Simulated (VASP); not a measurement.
# SnO2 (P4_2/mnm) in VASP: a series of runs, part 2 of 2

VASP 6.6.1. Earlier steps stand in the parts before.

**3. Single point, PBE (epitaxial xy strain -3.0%)**

File INCAR:

```
SYSTEM = SnO2
  PREC = Accurate
  ENCUT = 520
  EDIFF = 1E-6
  ISMEAR = -1
  SIGMA = 0.02
  LREAL = .False.
  LASPH = .True.
  NELM = 100
  ALGO = Normal
  ISIF = 2
  LWAVE = .False.
  LCHARG = .False.
  GGA = PE
  NBANDS = 35
```

File KPOINTS:

```
Automatic mesh
0
Gamma
  6 6 8
  0 0 0
```

File POSCAR:

```
SnO2
1.0
    4.6177565128      0.0000000000      0.0000000000
    0.0000000000      4.6177565128      0.0000000000
    0.0000000000      0.0000000000      3.2755873261
Sn O
2 4
Direct
    0.0000000000      0.0000000000      0.0000000000
    0.5000000000      0.5000000000      0.5000000000
    0.3067198412      0.3067198412      0.0000000000
    0.1932801588      0.8067198412      0.5000000000
    0.8067198412      0.1932801588      0.5000000000
    0.6932801588      0.6932801588      0.0000000000
```

Potentials or basis: VASP PAW PBE potentials, release 64 (Sn_d, O).

Command:

```
cat potpaw_PBE.64/Sn_d/POTCAR potpaw_PBE.64/O/POTCAR > POTCAR
mpirun -np 1 vasp_std > vasp.out
```

OUTCAR:

```text
SYSTEM = SnO2
   PREC = Accurate
   ENCUT = 520
   EDIFF = 1E-6
   ISMEAR = -1
   LREAL = .False.
   LASPH = .True.
   NELM = 100
   ISIF = 2
   GGA = PE

 ion  position               nearest neighbor table
   1  0.000  0.000  0.000-   3 2.00   6 2.00   5 2.07   4 2.07   4 2.07   5 2.07   2 3.65   2 3.65
                             2 3.65   2 3.65   2 3.65   2 3.65   2 3.65   2 3.65
   2  0.500  0.500  0.500-   4 2.00   5 2.00   3 2.07   6 2.07   3 2.07   6 2.07   1 3.65   1 3.65
                             1 3.65   1 3.65   1 3.65   1 3.65   1 3.65   1 3.65
   3  0.307  0.307  0.000-   1 2.00   2 2.07   2 2.07
   4  0.193  0.807  0.500-   2 2.00   1 2.07   1 2.07
   5  0.807  0.193  0.500-   2 2.00   1 2.07   1 2.07
   6  0.693  0.693  0.000-   1 2.00   2 2.07   2 2.07

  LATTYP: Found a simple tetragonal cell.
 ALAT       =     4.6177565128
 C/A-ratio  =     0.7093460465

  Lattice vectors:

 A1 = (   4.6177565128,   0.0000000000,   0.0000000000)
 A2 = (   0.0000000000,   4.6177565128,   0.0000000000)
 A3 = (   0.0000000000,   0.0000000000,   3.2755873261)

Analysis of symmetry for initial positions (statically):
=====================================================================
 Subroutine PRICEL returns:
 Original cell was already a primitive cell.

 Routine SETGRP: Setting up the symmetry group for a
 simple tetragonal supercell.

 Subroutine GETGRP returns: Found 16 space group operations
 (whereof  8 operations were pure point group operations)
 out of a pool of 16 trial point group operations.

The static configuration has the point symmetry D_2h.
 The point group associated with its full space group is D_4h.

Analysis of symmetry for dynamics (positions and initial velocities):
=====================================================================
 Subroutine PRICEL returns:
 Original cell was already a primitive cell.

 Routine SETGRP: Setting up the symmetry group for a
 simple tetragonal supercell.

 Subroutine GETGRP returns: Found 16 space group operations
 (whereof  8 operations were pure point group operations)
 out of a pool of 16 trial point group operations.

The dynamic configuration has the point symmetry D_2h.
 The point group associated with its full space group is D_4h.

 Subroutine INISYM returns: Found 16 space group operations
 (whereof  8 operations are pure point group operations),
 and found     1 'primitive' translations

----------------------------------------------------------------------------------------

                                     Primitive cell

  volume of cell :      69.8476

  direct lattice vectors                    reciprocal lattice vectors
     4.617756513  0.000000000  0.000000000     0.216555376  0.000000000  0.000000000
     0.000000000  4.617756513  0.000000000     0.000000000  0.216555376  0.000000000
     0.000000000  0.000000000  3.275587326     0.000000000  0.000000000  0.305288762

  length of vectors
     4.617756513  4.617756513  3.275587326     0.216555376  0.216555376  0.305288762

  position of ions in fractional coordinates (direct lattice)
     0.000000000  0.000000000  0.000000000
     0.500000000  0.500000000  0.500000000
     0.306719841  0.306719841  0.000000000
     0.193280159  0.806719841  0.500000000
     0.806719841  0.193280159  0.500000000
     0.693280159  0.693280159  0.000000000
[... 32 lines left out ...]
 ===========================================

 Found     50 irreducible k-points:

 Following reciprocal coordinates:
            Coordinates               Weight
  0.000000  0.000000  0.000000      1.000000
  0.166667  0.000000  0.000000      4.000000
  0.333333  0.000000  0.000000      4.000000
  0.500000  0.000000  0.000000      2.000000
  0.166667  0.166667  0.000000      4.000000
  0.333333  0.166667  0.000000      8.000000
[... 16 lines left out ...]
  0.333333  0.000000  0.250000      8.000000
  0.500000  0.000000  0.250000      4.000000
 [... further k-points ...]
   k-points           NKPTS =     50   k-points in BZ     NKDIM =     50   number of bands    NBANDS=     35
   number of dos      NEDOS =    301   number of ions     NIONS =      6
   total plane-waves  NPLWV =  31104
   dimension x,y,z NGX =    36 NGY =   36 NGZ =   24
   dimension x,y,z NGXF=    72 NGYF=   72 NGZF=   48
   ions per type =               2   4
   NGX,Y,Z   is equivalent  to a cutoff of  12.96, 12.96, 12.18 a.u.
   NGXF,Y,Z  is equivalent  to a cutoff of  25.92, 25.92, 24.36 a.u.
 SYSTEM =  SnO2
   PREC   = accura    normal or accurate (medium, high low for compatibility)
   ISTART =      0    job   : 0-new  1-cont  2-samecut
   ICHARG =      2    charge: 1-file 2-atom 10-const
   ISPIN  =      1    spin polarized calculation?
   LNONCOLLINEAR =      F non collinear calculations
   LSORBIT =      F    spin-orbit coupling
   LASPH  =      T    aspherical Exc in radial PAW
   ENCUT  =  520.0 eV  38.22 Ry    6.18 a.u.   8.59  8.59  6.09*2*pi/ulx,y,z
   NELM   =    100;   NELMIN=  2; NELMDL= -5     # of ELM steps
   EDIFF  = 0.1E-05   stopping-criterion for ELM
   LREAL  =      F    real-space projection
   EDIFFG = 0.1E-04   stopping-criterion for IOM
   NSW    =      0    number of steps for IOM
   IBRION =     -1    ionic relax: 0-MD 1-quasi-New 2-CG
   NFREE  =      0    steps in history (QN), initial steepest desc. (CG)
   ISIF   =      2    stress and relaxation
   ISYM   =      2    0-nonsym 1-usesym 2-fastsym
   POTIM  = 0.5000    time-step for ionic-motion
   TEBEG  =    0.0;   TEEND  =   0.0 temperature during run
   PSTRESS=    0.0 pullay stress
   NELECT =      52.0000    total number of electrons
   NUPDOWN=      -1.0000    fix difference up-down
   EMIN   =  10.00;   EMAX   =-10.00  energy-range for DOS
   EFERMI =   0.00;   METHOD = LEGACY
   ISMEAR =    -1;   SIGMA  =   0.02  broadening in eV -4-tet -1-fermi 0-gaus
   EFERMI_NEDOS =   21; number of points for ismear=-14 and -15
   IALGO  =     38    algorithm
   IMIX   =      4    mixing-type and parameters
     AMIX     =   0.40;   BMIX     =  1.00
     AMIX_MAG =   1.60;   BMIX_MAG =  1.00
  volume/ion in A,a.u.               =      11.64        78.56
  Fermi-wavevector in a.u.,A,eV,Ry     =   1.483744  2.803869 29.953160  2.201495
  Thomas-Fermi vector in A             =   2.597367
   LORBIT       =      0    0 simple, 1 ext, 2 COOP (PROOUT), +10 PAW based schemes
   GGA     = PE    functional components
   LHFCALC =     F    Hartree Fock is set to
   AEXX    =    0.0000 exact exchange contribution
   IVDW    =     0    specifies the selected vdW correction
   LEPSILON=     F    determine dielectric tensor
   LRPA    =     F    only Hartree local field effects (RPA)
 non-spin polarized calculation
  energy-cutoff  :      520.00
  volume of cell :       69.85
 maximum number of plane-waves:      1904
 NGX is ok and might be reduce to    36
   NGX = 17   NGY = 17   NGZ = 13

 number of electron      52.0000020 magnetization

 Free energy of the ion-electron system (eV)
  ---------------------------------------------------
  ext. energy  EPLUGINS =         0.00000000
  ---------------------------------------------------
  free energy    TOTEN  =       -36.98023207 eV

  energy without entropy =      -36.98023207  energy(sigma->0) =      -36.98023207

 E-fermi :   6.8034     XC(G=0): -11.4112

 val. band max:        6.4299975063   @ k =   0.0000   0.0000   0.0000
 cond. band min:       7.8193815076   @ k =   0.0000   0.0000   0.0000
 fundamental gap:      1.3893840013
 Fermi energy:         6.8033954814

 k-point     1 :       0.0000    0.0000    0.0000
  band No.  band energies     occupation
      1     -14.6834      2.00000
      2     -13.7468      2.00000
      3     -13.5818      2.00000
      4     -13.5626      2.00000
      5     -13.5369      2.00000
      6     -13.5369      2.00000
[... 901 lines left out ...]
     34      19.1313      0.00000
     35      19.2825      0.00000

 [... further k-points ...]
[... 5 lines left out ...]
  --------------------------------------------------------------------------------------
  -------------------------------------------------------------------------------------
  Total        7.9229847      7.9229847      4.4730257      0.0000000      0.0000000      0.0000000
  in kB      181.7390093    181.7390093    102.6031586      0.0000000      0.0000000      0.0000000
  external PRESSURE =     155.3603924 kB  Pullay stress =       0.0000000 kB

 VOLUME and BASIS-vectors are now :
 -----------------------------------------------------------------------------
  energy-cutoff  :      520.00
  volume of cell :       69.85
      direct lattice vectors                 reciprocal lattice vectors
     4.617756513  0.000000000  0.000000000     0.216555376  0.000000000  0.000000000
     0.000000000  4.617756513  0.000000000     0.000000000  0.216555376  0.000000000
     0.000000000  0.000000000  3.275587326     0.000000000  0.000000000  0.305288762

 POSITION                                       TOTAL-FORCE (eV/Angst)
 -----------------------------------------------------------------------------------
      0.00000      0.00000      0.00000         0.000000     -0.000000     -0.000000
      2.30888      2.30888      1.63779         0.000000     -0.000000     -0.000000
      1.41636      1.41636      0.00000         0.007698      0.007698     -0.000000
      0.89252      3.72524      1.63779        -0.007698      0.007698     -0.000000
      3.72524      0.89252      1.63779         0.007698     -0.007698      0.000000
      3.20140      3.20140      0.00000        -0.007698     -0.007698      0.000000
 -----------------------------------------------------------------------------------
    total drift:                                0.000000      0.000000      0.000000

  FREE ENERGIE OF THE ION-ELECTRON SYSTEM (eV)
  ---------------------------------------------------
  free  energy   TOTEN  =       -36.9802320738 eV

  energy  without entropy=      -36.9802320738  energy(sigma->0) =      -36.98023207
```

Run time: 35 s. Hardware: 1 thread of Intel Xeon 6975P-C (Granite Rapids), shared host; peak memory 0.23 GiB.

What came out:

```yaml
Free_energy: -36.9802 eV
Pressure: 15.5 GPa
Largest_force: 0.011 eV/Å
Band_gap_on_the_k_mesh: 1.39 eV, direct
```

Forces in eV/Å, atoms in the order of the input:
```
Sn   0.000  0.000  0.000
Sn   0.000  0.000  0.000
O    0.008  0.008  0.000
O   -0.008  0.008  0.000
O    0.008 -0.008  0.000
O   -0.008 -0.008  0.000
```

Stress tensor (GPa, compression positive):
```
18.17  0.00  0.00
 0.00 18.17  0.00
 0.00  0.00 10.26
```

Caveat: the cell differs from its parent crystal (epitaxial xy strain -3.0%); spin-orbit coupling is left out, which moves the levels of the heavy elements.

**4. Single point, PBE (epitaxial xy strain -2.0%)**

File INCAR:

```
SYSTEM = SnO2
ALGO = Normal
EDIFF = 1E-7
ENCUT = 520
GGA = PE
ISIF = 2
ISMEAR = -1
LASPH = .True.
LCHARG = .False.
LREAL = .False.
LWAVE = .False.
NBANDS = 35
NELM = 80
PREC = Accurate
SIGMA = 0.02
```

File KPOINTS:

```
k-points
0
Gamma
  6 6 8
  0 0 0
```

File POSCAR:

```
SnO2
1.0
    4.6653622500      0.0000000000      0.0000000000
    0.0000000000      4.6653622500      0.0000000000
    0.0000000000      0.0000000000      3.2488307714
Sn O
2 4
Direct
    0.0000000000      0.0000000000      0.0000000000
    0.5000000000      0.5000000000      0.5000000000
    0.3062986695      0.3062986695      0.0000000000
    0.1937013305      0.8062986695      0.5000000000
    0.8062986695      0.1937013305      0.5000000000
    0.6937013305      0.6937013305      0.0000000000
```

Command:

```
cat potpaw_PBE.64/Sn_d/POTCAR potpaw_PBE.64/O/POTCAR > POTCAR
mpirun -np 1 vasp_std > vasp.out
```

It took 40 s on 1 thread of Intel Xeon 6975P-C (Granite Rapids), shared host; peak memory 0.23 GiB.

It converged, with:

| Item | Value |
| --- | --- |
| Free energy | -37.0922 eV |
| Pressure | 13.0 GPa |
| Largest force | 0.010 eV/Å |
| Band gap on the k mesh | 1.28 eV, direct |

Forces on the atoms (eV/Å):
```
Sn   0.000  0.000  0.000
Sn   0.000  0.000  0.000
O   -0.007 -0.007  0.000
O    0.007 -0.007  0.000
O   -0.007  0.007  0.000
O    0.007  0.007  0.000
```

Stress tensor (GPa, compression positive):
```
14.54  0.00  0.00
 0.00 14.54  0.00
 0.00  0.00 10.07
```

Levels at points of the mesh, in eV from the valence-band top:
```
           k point  band 23  band 24  band 25  band 26  band 27  band 28  band 29  band 30
(0.00, 0.00, 0.00)    -1.30    -0.74    -0.74     0.00     1.28     5.97     6.16     6.16
(0.50, 0.00, 0.00)    -1.24    -1.24    -0.60    -0.60     4.53     4.53     6.93     6.93
(0.50, 0.50, 0.00)    -1.39    -1.39    -0.83    -0.83     4.87     4.87     7.47     7.47
(0.00, 0.00, 0.50)    -1.70    -1.70    -1.25    -1.25     6.29     6.29     9.94     9.94
(0.50, 0.00, 0.50)    -1.08    -1.08    -0.61    -0.61     6.62     6.62     8.34     8.34
(0.50, 0.50, 0.50)    -0.93    -0.93    -0.79    -0.79     5.02     5.02     8.99     8.99
```

Caveat: the cell differs from its parent crystal (epitaxial xy strain -2.0%); spin-orbit coupling is left out, which moves the levels of the heavy elements.

**5. Summary**

```tsv
cell	gap on the mesh (eV)	pressure (GPa)	largest force (eV/Å)
a = 4.570, b = 4.570, c = 3.304 Å, 6 atoms	1.50	18.2	0.03
a = 4.618, b = 4.618, c = 3.276 Å, 6 atoms	1.39	15.5	0.01
a = 4.665, b = 4.665, c = 3.249 Å, 6 atoms	1.28	13.0	0.01
```

Alike in all rows: task single point; level PBE; potentials or basis VASP PAW PBE potentials, release 64 (Sn_d, O); no spin polarisation; k mesh 6 × 6 × 8; cutoff (eV) 520; smearing fermi-dirac 0.02 eV.

Caveats: spin-orbit coupling is left out, which moves the levels of the heavy elements.

Absolute energies hang on the potentials; compare differences alone.
